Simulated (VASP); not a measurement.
Here is a VASP 6.6.1 calculation.

INCAR

```
SYSTEM = SiC
PREC = Accurate
ENCUT = 520
EDIFF = 1E-7
ISMEAR = 0
SIGMA = 0.02
LREAL = .FALSE.
LASPH = .TRUE.
NELM = 80
ALGO = Normal
ISIF = 2
LWAVE = .FALSE.
LCHARG = .FALSE.
GGA = PE
NBANDS = 11
```

Contents of KPOINTS:

```
Automatic mesh
0
G
  10 10 10
  0 0 0
```

Contents of POSCAR:

```
SiC
1.0
    0.0000000000      2.2328170736      2.2328170736
    2.2328170736      0.0000000000      2.2328170736
    2.2328170736      2.2328170736      0.0000000000
Si C
1 1
Direct
    0.0000000000      0.0000000000      0.0000000000
    0.2500000000      0.2500000000      0.2500000000
```

Potentials or basis: VASP PAW PBE potentials, release 64 (Si, C).

Launch:

```console
$ cat potpaw_PBE.64/Si/POTCAR potpaw_PBE.64/C/POTCAR > POTCAR
$ mpirun -np 1 vasp_std > vasp.out
```

Task: Predict the band gap on the k mesh.

Result: 1.42 eV, indirect (least direct gap 4.46 eV).

Task: Estimate the pressure.

Result: -11.1 GPa.

 A k mesh can miss the band edges.
